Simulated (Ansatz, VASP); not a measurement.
**One calculation of As, two programs**

INCAR

```
SYSTEM = As
PREC = Accurate
ENCUT = 520
EDIFF = 1E-6
ISMEAR = 0
SIGMA = 0.1
LREAL = .False.
LASPH = .True.
NELM = 100
ALGO = Normal
ISIF = 2
LWAVE = .False.
LCHARG = .True.
GGA = PE
LELF = .True.
LVHAR = .True.
NBANDS = 12
```

KPOINTS

```
regular mesh
0
Gamma
  6 6 6
  0 0 0
```

File POSCAR:

```
As
1.0
    4.0507886500      0.0000000000      0.0000000000
   -2.0253943200      3.5080858800      0.0000000000
    0.0000000000      0.0000000000      3.2172438300
As
2
Direct
    0.6666666700      0.3333333300      0.4478663400
    0.3333333300      0.6666666700      0.5521336600
```

Input for Ansatz:

```yaml
crystal:
  lattice:
    - [4.05078865, 0.0, 0.0]
    - [-2.02539432, 3.50808588, 0.0]
    - [0.0, 0.0, 3.21724383]
  atoms:
    - { symbol: As, position: [0.66666667, 0.33333333, 0.44786634] }
    - { symbol: As, position: [0.33333333, 0.66666667, 0.55213366] }
basis:
  ecutwfc: 420
kpoints:
  mp_grid: { grid: [6, 6, 6] }
hamiltonian:
  xc: pbe
scf:
  occupations: { method: gaussian, width: 0.1 }
  lower_state_search: "off"
output:
  forces: true
  stress: true
  eigenvalues: true
```

Alike in both runs: task single point; functional PBE; k mesh 6 × 6 × 6; occupations gaussian, width 0.1 eV; no spin polarisation.

|  | VASP | Ansatz |
| --- | --- | --- |
| version | VASP 6.6.1 | Ansatz 0.2.0 |
| potentials or method | VASP PAW PBE potentials, release 64 (As), cutoff 520 eV | scalar-relativistic, plane waves, PAW |
| valence electrons in the cell | 10 | 30 |

Ansatz gave:

* gap on the k mesh at the Fermi level (eV): none
* pressure (GPa): 13.4
* traceless stress, the component that is largest in VASP (GPa): -16.25
* rms of the force components (eV/Å): 0.393

What did VASP give for the same quantities?

gap on the k mesh at the Fermi level (eV): none; pressure (GPa): 13.8; traceless stress, the component that is largest in VASP (GPa): -16.65; rms of the force components (eV/Å): 0.402.

Atom by atom the forces differ by 0.009 eV/Å (rms over components). A gap of «none» marks a metal or a gap that the smearing closes. VASP's potentials hold 10 valence electrons a cell and Ansatz's 30, so a difference there can come from the potentials and not from the codes.
